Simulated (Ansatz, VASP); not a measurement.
**Ta: VASP beside Ansatz**

File POSCAR:

```
Ta
1.0
   -1.6836662614      1.6836662614      1.6836662614
    1.6836662614     -1.6836662614      1.6836662614
    1.6836662614      1.6836662614     -1.6836662614
Ta
1
Direct
    0.0000000000      0.0000000000      0.0000000000
```

File INCAR.step1:

```
PREC     = Accurate       # precision mode
ENCUT    = 550            # plane-wave cutoff, eV
ISMEAR   = -1             # smearing method
SIGMA    = 0.05           # smearing width, eV
LREAL    = False          # projectors in reciprocal space
LASPH    = True           # aspherical terms in the spheres
NELM     = 120            # most SCF steps
NBANDS   = 12             # bands
GGA      = PE             # functional
ALGO     = Normal         # electronic algorithm
EDIFF    = 1E-5           # SCF threshold, eV
LWAVE    = True           # write WAVECAR
LCHARG   = False          # write CHGCAR
GGA_COMPAT= False
```

INCAR.step2

```
PREC     = Accurate       # precision mode
ENCUT    = 550            # plane-wave cutoff, eV
EDIFF    = 1E-6           # SCF threshold, eV
ISMEAR   = -1             # smearing method
SIGMA    = 0.05           # smearing width, eV
LREAL    = False          # projectors in reciprocal space
LASPH    = True           # aspherical terms in the spheres
NELM     = 120            # most SCF steps
ALGO     = Normal         # electronic algorithm
ISIF     = 2              # what is computed and relaxed
LWAVE    = False          # write WAVECAR
LCHARG   = False          # write CHGCAR
METAGGA  = R2SCAN         # meta-GGA
LMIXTAU  = True         
NBANDS   = 12             # bands
ISTART   = 1            
GGA_COMPAT= False
```

KPOINTS

```
regular mesh
0
Gamma
  11 11 11
```

The input input.yaml:

```yaml
crystal:
  lattice:
    - [-1.6836662614, 1.6836662614, 1.6836662614]
    - [1.6836662614, -1.6836662614, 1.6836662614]
    - [1.6836662614, 1.6836662614, -1.6836662614]
  atoms:
    - { symbol: Ta, position: [0.0, 0.0, 0.0] }
hamiltonian:
  xc: r2scan
  pseudopotentials: { kind: paw }
kpoints:
  mp_grid: { grid: [11, 11, 11] }
scf:
  occupations: { method: fermi_dirac, width: 0.05 }
output:
  forces: true
  stress: true
  eigenvalues: true
```

Alike in both runs: task single point; functional r2SCAN; k mesh 11 × 11 × 11; occupations fermi-dirac, width 0.05 eV; no spin polarisation.

```csv
,VASP,Ansatz
version,VASP 6.6.1,Ansatz 0.2.0
potentials or method,"VASP PAW PBE potentials, release 64 (Ta_sv_GW)",Ansatz PAW
plane-wave cutoff (eV),550,500
valence electrons in the cell,13,13
```

Ansatz gave:

| Property | Result |
| --- | --- |
| gap on the k mesh at the Fermi level (eV) | none |
| pressure (GPa) | -10.5 |

Problem. Estimate VASP's values.

Solution. gap on the k mesh at the Fermi level (eV): none; pressure (GPa): -11.4.

VASP's potentials were made for PBE, not for r2SCAN. A gap of «none» marks a metal or a gap that the smearing closes.

Spin-orbit coupling is off throughout.
